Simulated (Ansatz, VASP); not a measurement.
## One calculation of TiO2, two programs

```
Ti O
1.0
     4.26915    0.00000    0.00000
     0.00000    4.26915    0.00000
     0.00000    0.00000    3.12664
Ti O
2 4
Direct
  0.00000 0.00000 0.00000
  0.50000 0.50000 0.50000
  0.30565 0.30565 0.00000
  0.19435 0.80565 0.50000
  0.69435 0.69435 0.00000
  0.80565 0.19435 0.50000
```

Change from the starting cell: strain -0.080 along x and y, +0.040 along z, atoms carried along.

Alike in both runs: task single point; functional PBE; k mesh 6 × 6 × 10; occupations gaussian, width 0.05 eV; no spin polarisation; Hubbard terms Ti d U = 4.0 eV.

```csv
,VASP,Ansatz
version,VASP 6.6.1,Ansatz 0.2.0
potentials or method,"VASP PAW PBE potentials, release 64 (Ti_sv, O), cutoff 520 eV","scalar-relativistic, plane waves, PAW"
valence electrons in the cell,48,48
```

```csv
,VASP,Ansatz,Ansatz less VASP
gap on the k mesh at the Fermi level (eV),2.72,2.72,+0.004
least direct gap on the mesh (eV),2.72,2.77,+0.048
pressure (GPa),38.5,32.9,-5.59
"traceless stress, the component that is largest in VASP (GPa)",-19.21,-19.01,+0.204
rms of the force components (eV/Å),0.130,0.105,-0.0250
```

The programs project onto different local orbitals, so the same U acts differently, and such runs can settle in different states. Atom by atom the forces differ by 0.025 eV/Å (rms over components). The pressures are high and differ by over a tenth, so treat them with care.
